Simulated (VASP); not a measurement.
# Ge (Cmce) in VASP: further runs

The runs below take Ge through single point, with PBE.

Program: VASP 6.6.1. These are calculated values, not measurements. Logs are shortened: lines on timing, memory, paths and dates and some standing lists are left out, and cuts for length are marked.

## Step 1: The cell of the first run

Symmetry: Cmce, No. 64, orthorhombic system. Conventional cell: a = 7.040 Å, b = 8.162 Å, c = 7.062 Å, α = 90.00°, β = 90.00°, γ = 90.00°. Ge (site symmetry 1) has 4 Ge at 2.49 to 2.52 Å within 3.3 Å.

The cell was built from a structure type or drawn by symmetry, and may not be a known phase.

## Step 2: Single point, PBE

File INCAR:

```
PREC = Accurate
ENCUT = 520
EDIFF = 1E-7
ISMEAR = 0
SIGMA = 0.1
LREAL = F
LASPH = T
NELM = 80
ALGO = Normal
ISIF = 2
LWAVE = F
LCHARG = T
GGA = PE
LELF = T
LVHAR = T
NBANDS = 66
```

File KPOINTS:

```
Automatic mesh
0
Gamma
  4 4 4
```

File POSCAR:

```
Ge
1.0
    3.5198728955     -4.0811581414      0.0000000000
    3.5198728955      4.0811581414      0.0000000000
    0.0000000000      0.0000000000      7.0623881972
Ge
8
Direct
    0.3122753428      0.0454141753      0.4114210059
    0.4545858247      0.1877246572      0.0885789941
    0.0454141753      0.3122753428      0.5885789941
    0.1877246572      0.4545858247      0.9114210059
    0.9545858247      0.6877246572      0.4114210059
    0.6877246572      0.9545858247      0.5885789941
    0.8122753428      0.5454141753      0.0885789941
    0.5454141753      0.8122753428      0.9114210059
```

Potentials or basis: VASP PAW PBE potentials, release 64 (Ge_d).

Launch:

```bash
$ cat potpaw_PBE.64/Ge_d/POTCAR > POTCAR
$ mpirun -np 1 vasp_std > vasp.out
```

OUTCAR:

```text
PREC = Accurate
   ENCUT = 520
   EDIFF = 1E-7
   ISMEAR = 0
   LREAL = F
   LASPH = T
   NELM = 80
   ISIF = 2
   GGA = PE

 ion  position               nearest neighbor table
   1  0.312  0.045  0.411-   6 2.49   2 2.49   3 2.51   5 2.52
   2  0.455  0.188  0.089-   8 2.49   1 2.49   4 2.51   7 2.52
   3  0.045  0.312  0.589-   5 2.49   4 2.49   1 2.51   6 2.52
   4  0.188  0.455  0.911-   7 2.49   3 2.49   2 2.51   8 2.52
   5  0.955  0.688  0.411-   3 2.49   7 2.49   6 2.51   1 2.52
   6  0.688  0.955  0.589-   1 2.49   8 2.49   5 2.51   3 2.52
   7  0.812  0.545  0.089-   4 2.49   5 2.49   8 2.51   2 2.52
   8  0.545  0.812  0.911-   2 2.49   6 2.49   7 2.51   4 2.52

  LATTYP: Found a base centered orthorhombic cell.
 ALAT       =     7.0397457910
 B/A-ratio  =     1.1594617938
 C/A-ratio  =     1.0032163670

  Lattice vectors:

 A1 = (   3.5198728955,  -4.0811581414,   0.0000000000)
 A2 = (   3.5198728955,   4.0811581414,   0.0000000000)
 A3 = (   0.0000000000,   0.0000000000,   7.0623881972)

Analysis of symmetry for initial positions (statically):
=====================================================================
 Subroutine PRICEL returns:
 Original cell was already a primitive cell.

 Routine SETGRP: Setting up the symmetry group for a
 base centered orthorhombic supercell.

 Subroutine GETGRP returns: Found  8 space group operations
 (whereof  4 operations were pure point group operations)
 out of a pool of  8 trial point group operations.

The static configuration has the point symmetry C_2h.
 The point group associated with its full space group is D_2h.

Analysis of symmetry for dynamics (positions and initial velocities):
=====================================================================
 Subroutine PRICEL returns:
 Original cell was already a primitive cell.

 Routine SETGRP: Setting up the symmetry group for a
 base centered orthorhombic supercell.

 Subroutine GETGRP returns: Found  8 space group operations
 (whereof  4 operations were pure point group operations)
 out of a pool of  8 trial point group operations.

The dynamic configuration has the point symmetry C_2h.
 The point group associated with its full space group is D_2h.

 Subroutine INISYM returns: Found  8 space group operations
 (whereof  4 operations are pure point group operations),
 and found     1 'primitive' translations

----------------------------------------------------------------------------------------

                                     Primitive cell

  volume of cell :     202.9046

  direct lattice vectors                    reciprocal lattice vectors
     3.519872895 -4.081158141  0.000000000     0.142050584 -0.122514243  0.000000000
     3.519872895  4.081158141  0.000000000     0.142050584  0.122514243  0.000000000
     0.000000000  0.000000000  7.062388197     0.000000000  0.000000000  0.141595162

  length of vectors
     5.389374451  5.389374451  7.062388197     0.187584936  0.187584936  0.141595162

  position of ions in fractional coordinates (direct lattice)
     0.312275343  0.045414175  0.411421006
     0.454585825  0.187724657  0.088578994
     0.045414175  0.312275343  0.588578994
     0.187724657  0.454585825  0.911421006
     0.954585825  0.687724657  0.411421006
     0.687724657  0.954585825  0.588578994
     0.812275343  0.545414175  0.088578994
     0.545414175  0.812275343  0.911421006

  ion indices of the primitive-cell ions
   primitive index   ion index
                 1           1
                 2           2
                 3           3
                 4           4
                 5           5
                 6           6
                 7           7
                 8           8

----------------------------------------------------------------------------------------

 KPOINTS: Automatic mesh

Automatic generation of k-mesh.
 Grid dimensions read from file:
 generate k-points for:    4    4    4

 Generating k-lattice:

  Cartesian coordinates                     Fractional coordinates (reciprocal lattice)
     0.035512646 -0.030628561  0.000000000     0.250000000  0.000000000  0.000000000
     0.035512646  0.030628561  0.000000000     0.000000000  0.250000000  0.000000000
     0.000000000  0.000000000  0.035398790     0.000000000  0.000000000  0.250000000

  Length of vectors
     0.046896234  0.046896234  0.035398790

  Shift w.r.t. Gamma in fractional coordinates (k-lattice)
     0.000000000  0.000000000  0.000000000

 Subroutine IBZKPT returns following result:
 ===========================================

 Found     21 irreducible k-points:

 Following reciprocal coordinates:
            Coordinates               Weight
  0.000000  0.000000  0.000000      1.000000
  0.250000  0.000000  0.000000      4.000000
  0.500000  0.000000  0.000000      2.000000
  0.250000  0.250000  0.000000      2.000000
  0.500000  0.250000  0.000000      4.000000
 -0.250000  0.250000  0.000000      2.000000
[... 13 lines left out ...]
 -0.250000  0.250000  0.500000      2.000000
  0.500000  0.500000  0.500000      1.000000
   k-points           NKPTS =     21   k-points in BZ     NKDIM =     21   number of bands    NBANDS=     66
   number of dos      NEDOS =    301   number of ions     NIONS =      8
   total plane-waves  NPLWV =  86400
   dimension x,y,z NGX =    40 NGY =   40 NGZ =   54
   dimension x,y,z NGXF=    80 NGYF=   80 NGZF=  108
   ions per type =               8
   NGX,Y,Z   is equivalent  to a cutoff of  12.34, 12.34, 12.71 a.u.
   NGXF,Y,Z  is equivalent  to a cutoff of  24.68, 24.68, 25.42 a.u.
 SYSTEM =  unknown system
   PREC   = accura    normal or accurate (medium, high low for compatibility)
   ISTART =      0    job   : 0-new  1-cont  2-samecut
   ICHARG =      2    charge: 1-file 2-atom 10-const
   ISPIN  =      1    spin polarized calculation?
   LNONCOLLINEAR =      F non collinear calculations
   LSORBIT =      F    spin-orbit coupling
   LASPH  =      T    aspherical Exc in radial PAW
   ENCUT  =  520.0 eV  38.22 Ry    6.18 a.u.  10.02 10.02 13.13*2*pi/ulx,y,z
   NELM   =     80;   NELMIN=  2; NELMDL= -5     # of ELM steps
   EDIFF  = 0.1E-06   stopping-criterion for ELM
   LREAL  =      F    real-space projection
   EDIFFG = 0.1E-05   stopping-criterion for IOM
   NSW    =      0    number of steps for IOM
   IBRION =     -1    ionic relax: 0-MD 1-quasi-New 2-CG
   NFREE  =      0    steps in history (QN), initial steepest desc. (CG)
   ISIF   =      2    stress and relaxation
   ISYM   =      2    0-nonsym 1-usesym 2-fastsym
   POTIM  = 0.5000    time-step for ionic-motion
   TEBEG  =    0.0;   TEEND  =   0.0 temperature during run
   PSTRESS=    0.0 pullay stress
   NELECT =     112.0000    total number of electrons
   NUPDOWN=      -1.0000    fix difference up-down
   EMIN   =  10.00;   EMAX   =-10.00  energy-range for DOS
   EFERMI =   0.00;   METHOD = LEGACY
   ISMEAR =     0;   SIGMA  =   0.10  broadening in eV -4-tet -1-fermi 0-gaus
   EFERMI_NEDOS =   21; number of points for ismear=-14 and -15
   IALGO  =     38    algorithm
   IMIX   =      4    mixing-type and parameters
     AMIX     =   0.40;   BMIX     =  1.00
     AMIX_MAG =   1.60;   BMIX_MAG =  1.00
  volume/ion in A,a.u.               =      25.36       171.16
  Fermi-wavevector in a.u.,A,eV,Ry     =   1.342920  2.537751 24.537215  1.803434
  Thomas-Fermi vector in A             =   2.471035
   LORBIT       =      0    0 simple, 1 ext, 2 COOP (PROOUT), +10 PAW based schemes
   GGA     = PE    functional components
   LHFCALC =     F    Hartree Fock is set to
   AEXX    =    0.0000 exact exchange contribution
   IVDW    =     0    specifies the selected vdW correction
   LEPSILON=     F    determine dielectric tensor
   LRPA    =     F    only Hartree local field effects (RPA)
 non-spin polarized calculation
 Gauss-broadening in eV      SIGMA  =   0.10
  energy-cutoff  :      520.00
  volume of cell :      202.90
 maximum number of plane-waves:      5498
   NGX = 21   NGY = 21   NGZ = 27

 number of electron     111.9999918 magnetization

 Free energy of the ion-electron system (eV)
  ---------------------------------------------------
  ext. energy  EPLUGINS =         0.00000000
  ---------------------------------------------------
  free energy    TOTEN  =       -35.44719368 eV

  energy without entropy =      -35.44480962  energy(sigma->0) =      -35.44600165

 E-fermi :   3.9889     XC(G=0):  -9.3017

 val. band max:        3.9796804219   @ k =   0.5000   0.5000   0.0000
 cond. band min:       4.1574377359   @ k =   0.2500   0.2500   0.0000
 fundamental gap:      0.1777573140
 Fermi energy:         3.9888534787

 k-point     1 :       0.0000    0.0000    0.0000
  band No.  band energies     occupation
      1     -20.7876      2.00000
      2     -20.7845      2.00000
      3     -20.7830      2.00000
      4     -20.7815      2.00000
      5     -20.7709      2.00000
      6     -20.7646      2.00000
[... 58 lines left out ...]
     65       8.1621      0.00000
     66       8.6000      0.00000

 k-point     2 :       0.2500    0.0000    0.0000
  band No.  band energies     occupation
      1     -20.7918      2.00000
      2     -20.7910      2.00000
      3     -20.7830      2.00000
      4     -20.7778      2.00000
      5     -20.7640      2.00000
      6     -20.7632      2.00000
[... 58 lines left out ...]
     65       8.1473      0.00000
     66       8.1982      0.00000

 k-point     3 :       0.5000    0.0000    0.0000
  band No.  band energies     occupation
      1     -20.7959      2.00000
      2     -20.7959      2.00000
      3     -20.7788      2.00000
      4     -20.7788      2.00000
      5     -20.7576      2.00000
      6     -20.7576      2.00000
[... 1231 lines left out ...]
     65       8.4233      0.00000
     66       8.4233      0.00000

 k-point    21 :       0.5000    0.5000    0.5000
  band No.  band energies     occupation
      1     -20.8032      2.00000
      2     -20.8032      2.00000
      3     -20.7854      2.00000
      4     -20.7854      2.00000
      5     -20.7509      2.00000
      6     -20.7509      2.00000
[... 58 lines left out ...]
     65       8.3930      0.00000
     66       8.3930      0.00000

------------------------ aborting loop because EDIFF is reached ----------------------------------------

  FORCE on cell =-STRESS in cart. coord.  units (eV):
  Direction    XX          YY          ZZ          XY          YZ          ZX
  --------------------------------------------------------------------------------------
  -------------------------------------------------------------------------------------
  Total        0.0334346      0.0381957      0.0123447      0.0000000     -0.0000000      0.0000000
  in kB        0.2640067      0.3016008      0.0974765      0.0000000     -0.0000000      0.0000000
  external PRESSURE =       0.2210280 kB  Pullay stress =       0.0000000 kB

 VOLUME and BASIS-vectors are now :
 -----------------------------------------------------------------------------
  energy-cutoff  :      520.00
  volume of cell :      202.90
      direct lattice vectors                 reciprocal lattice vectors
     3.519872895 -4.081158141  0.000000000     0.142050584 -0.122514243  0.000000000
     3.519872895  4.081158141  0.000000000     0.142050584  0.122514243  0.000000000
     0.000000000  0.000000000  7.062388197     0.000000000  0.000000000  0.141595162

 POSITION                                       TOTAL-FORCE (eV/Angst)
 -----------------------------------------------------------------------------------
      1.25902     -1.08910      2.90561         0.002327     -0.002801     -0.000298
      2.26085     -1.08910      0.62558        -0.002327     -0.002801      0.000298
      1.25902      1.08910      4.15677         0.002327      0.002801      0.000298
      2.26085      1.08910      6.43681        -0.002327      0.002801     -0.000298
      5.78072     -1.08910      2.90561        -0.002327     -0.002801     -0.000298
      5.78072      1.08910      4.15677        -0.002327      0.002801      0.000298
      4.77889     -1.08910      0.62558         0.002327     -0.002801      0.000298
      4.77889      1.08910      6.43681         0.002327      0.002801     -0.000298
 -----------------------------------------------------------------------------------
    total drift:                                0.000000      0.000000     -0.000000

  FREE ENERGIE OF THE ION-ELECTRON SYSTEM (eV)
  ---------------------------------------------------
  free  energy   TOTEN  =       -35.4471936842 eV

  energy  without entropy=      -35.4448096243  energy(sigma->0) =      -35.44600165
```

Run time: 2.3 min. Hardware: 1 thread of Intel Xeon 6975P-C (Granite Rapids), shared host; peak memory 0.38 GiB.

Results:

```
Free energy   : -35.4472 eV
Pressure      : 0.0 GPa
Largest force : 0.004 eV/Å
```

Forces on the atoms (eV/Å):
```
Ge   0.002 -0.003  0.000
Ge  -0.002 -0.003  0.000
Ge   0.002  0.003  0.000
Ge  -0.002  0.003  0.000
Ge  -0.002 -0.003  0.000
Ge  -0.002  0.003  0.000
Ge   0.002 -0.003  0.000
Ge   0.002  0.003  0.000
```

## Step 3: Single point, PBE

This run uses another cell than the first one, of 22.45 Å³/atom.

File INCAR:

```
PREC = Accurate ; ENCUT = 520
EDIFF = 1E-6 ; ISMEAR = 0
SIGMA = 0.1 ; LREAL = F
LASPH = T ; NELM = 60
ALGO = Normal ; ISIF = 2
LWAVE = F ; LCHARG = F
GGA = PE ; NBANDS = 66
```

File KPOINTS:

```
regular mesh
0
Gamma
  4 4 4
```

File POSCAR:

```
Ge
1.0
    3.4077301000     -3.8757657900      0.0000000000
    3.4077301000      3.8757657900      0.0000000000
    0.0000000000      0.0000000000      6.7976369600
Ge
8
Direct
    0.3068769000      0.0393005300      0.4095200300
    0.4606994700      0.1931231000      0.0904799700
    0.0393005300      0.3068769000      0.5904799700
    0.1931231000      0.4606994700      0.9095200300
    0.9606994700      0.6931231000      0.4095200300
    0.6931231000      0.9606994700      0.5904799700
    0.8068769000      0.5393005300      0.0904799700
    0.5393005300      0.8068769000      0.9095200300
```

Potentials or basis: VASP PAW PBE potentials, release 64 (Ge_d).

Launch:

```bash
$ cat potpaw_PBE.64/Ge_d/POTCAR > POTCAR
$ mpirun -np 1 vasp_std > vasp.out
```

It took 1.7 min on 1 thread of Intel Xeon 6975P-C (Granite Rapids), shared host; peak memory 0.37 GiB.

The run converged. Its results:

* Free energy: -34.7370 eV
* Pressure: 9.1 GPa
* Largest force: 0.956 eV/Å
* Band gap on the k mesh: 0.04 eV (least direct gap 0.52 eV)

Forces in eV/Å, atoms in the order of the input:
```
Ge   0.920 -0.256 -0.045
Ge  -0.920 -0.256  0.045
Ge   0.920  0.256  0.045
Ge  -0.920  0.256 -0.045
Ge  -0.920 -0.256 -0.045
Ge  -0.920  0.256  0.045
Ge   0.920 -0.256  0.045
Ge   0.920  0.256 -0.045
```

Stress tensor (GPa, compression positive):
```
11.98  0.00  0.00
 0.00  8.25  0.00
 0.00  0.00  7.15
```

Levels at points of the mesh, in eV from the valence-band top:
```
           k point  band 53  band 54  band 55  band 56  band 57  band 58  band 59  band 60
(0.00, 0.00, 0.00)    -2.68    -2.16    -1.71    -1.25     0.33     0.87     1.12     1.75
(0.50, 0.00, 0.00)    -2.35    -2.35    -1.79    -1.79     0.59     0.59     2.52     2.52
(0.50, 0.50, 0.00)    -1.48    -0.51    -0.02     0.00     0.52     2.12     2.32     3.18
(0.00, 0.00, 0.50)    -1.82    -1.82    -1.63    -1.63     1.04     1.04     1.23     1.23
(0.50, 0.00, 0.50)    -2.91    -2.91    -2.14    -2.14     1.54     1.54     2.17     2.17
(0.50, 0.50, 0.50)    -1.80    -1.80    -0.87    -0.87     0.64     0.64     2.49     2.49
```

Caveat: the cell stands under pressure.
